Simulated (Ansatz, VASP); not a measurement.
# ScAl3: VASP beside Ansatz

```
Sc Al
1.0
    -2.01280    2.01280    4.42320
     2.01280   -2.01280    4.42320
     2.01280    2.01280   -4.42320
Sc Al
1 3
Direct
  0.00000 0.00000 0.00000
  0.75000 0.25000 0.50000
  0.25000 0.75000 0.50000
  0.50000 0.50000 0.00000
```

Alike in both runs: task single point; functional PBE; k mesh 14 × 14 × 14; occupations gaussian, width 0.05 eV; no spin polarisation.

|  | VASP | Ansatz |
| --- | --- | --- |
| version | VASP 6.6.1 | Ansatz 0.2.0 |
| potentials or method | VASP PAW PBE potentials, release 64 (Sc_sv, Al), cutoff 520 eV | scalar-relativistic, plane waves, PAW |
| valence electrons in the cell | 20 | 20 |

VASP gave:

* pressure (GPa): -0.3
* traceless stress, the component that is largest in VASP (GPa): -0.21

Q: Which values does Ansatz return?

A: Pressure (GPa): -0.4; traceless stress, the component that is largest in VASP (GPa): -0.22.
